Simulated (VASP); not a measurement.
Write the native input for VASP 6.6.1 that does the following.

```
Task                    : single point
Functional              : PBEsol
Potentials or basis     : VASP PAW PBE potentials, release 64 (Mg, Sb)
Cutoff                  : 520 eV
k mesh                  : 12 × 12 × 6
Occupations             : gaussian, width 0.01 eV
Spin                    : no spin polarisation
Dipole correction       : no
k mesh for the DOS      : 18 × 18 × 9
Occupations for the DOS : tetrahedron
Further INCAR settings  : ALGO = Normal; EDIFF = 1e-06; NBANDS = 16
```

Crystal: Mg3Sb2.

```xyz
5
Lattice="4.5939 0.0000 0.0000 -2.2969 3.9784 0.0000 0.0000 0.0000 7.2743" Properties=species:S:1:pos:R:3 pbc="T T T"
Mg    0.0000    2.6523    4.5971
Mg    2.2969    1.3261    2.6772
Mg    0.0000    0.0000    0.0000
Sb    0.0000    2.6523    1.6413
Sb    2.2969    1.3261    5.6330
```

One way to write it, as run:

POSCAR

```
Mg3Sb2
1.0
    4.5938676660      0.0000000000      0.0000000000
   -2.2969338330      3.9784061003      0.0000000000
    0.0000000000      0.0000000000      7.2742753392
Mg Sb
3 2
Direct
    0.3333333333      0.6666666667      0.6319626151
    0.6666666667      0.3333333333      0.3680373849
    0.0000000000      0.0000000000      0.0000000000
    0.3333333333      0.6666666667      0.2256274637
    0.6666666667      0.3333333333      0.7743725363
```

INCAR.step1

```
PREC = Accurate
ENCUT = 520
EDIFF = 1E-6
ISMEAR = 0
SIGMA = 0.01
LREAL = F
LASPH = T
NELM = 120
ALGO = Normal
ISIF = 2
LWAVE = F
LCHARG = T
GGA = PS
NBANDS = 16
GGA_COMPAT = F
NEDOS = 2001
LORBIT = 11
```

KPOINTS.step1

```
regular mesh
0
Gamma
  12 12 6
```

INCAR.step2

```
PREC = Accurate
ENCUT = 520
EDIFF = 1E-6
ISMEAR = -5
SIGMA = 0.01
LREAL = F
LASPH = T
NELM = 120
ALGO = Normal
ISIF = 2
LWAVE = F
LCHARG = F
GGA = PS
LORBIT = 11
NBANDS = 16
NEDOS = 2001
ICHARG = 11
GGA_COMPAT = F
```

KPOINTS.step2

```
regular mesh
0
Gamma
  18 18 9
```

Potentials or basis: VASP PAW PBE potentials, release 64 (Mg, Sb).

Command:

```bash
$ cat potpaw_PBE.64/Mg/POTCAR potpaw_PBE.64/Sb/POTCAR > POTCAR
$ cp INCAR.step1 INCAR
$ cp KPOINTS.step1 KPOINTS
$ mpirun -np 1 vasp_std > vasp.out
$ cp INCAR.step2 INCAR
$ cp KPOINTS.step2 KPOINTS
$ mpirun -np 1 vasp_std > vasp.out
```

Results of the run:

```
Valence electrons inside the program's atomic spheres : Mg 0.33, 0.26 (each value once); Sb 2.54
```

It took 6 min on 1 thread of Oxide Virtual Turin-like Processor, with other jobs on the host, peak memory 0.67 GiB.
